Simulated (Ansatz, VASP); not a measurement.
One calculation of Bi2Te3, two programs

```
Bi Te
1.0
     2.18567    1.26189   10.13167
    -2.18567    1.26189   10.13167
     0.00000   -2.52379   10.13167
Bi Te
2 3
Direct
  0.40000 0.40000 0.40000
  0.60000 0.60000 0.60000
  0.00000 0.00000 0.00000
  0.20950 0.20950 0.20950
  0.79050 0.79050 0.79050
```

Change from the starting cell: volume scaled by 0.99, crystal datasets.

Alike in both runs: task electric field gradients; functional PBE; k mesh 7 × 7 × 7; occupations fermi-dirac, width 0.08 eV; no spin polarisation.

```csv
,VASP,Ansatz
version,VASP 6.6.1,Ansatz 0.2.0
potentials or method,"VASP PAW PBE potentials, release 64 (Bi_d, Te), cutoff 520 eV","all-electron PAW with datasets made for the crystal, scalar-relativistic"
```

|  | VASP | Ansatz | Ansatz less VASP |
| --- | --- | --- | --- |
| pressure (GPa) | 2.5 | 2.5 | +0.03 |
| traceless stress, the component that is largest in VASP (GPa) | -0.11 | -0.11 | -0.001 |
| rms of the force components (eV/Å) | 0.012 | 0.009 | -0.0034 |
| size of Vzz on the site where it differs most (V/Å²) | 94.1 | 98.5 | +4.40 |

Atom by atom the forces differ by 0.005 eV/Å (rms over components). Ansatz ran all-electron here, and VASP with PAW potentials.

Spin-orbit coupling is off throughout.
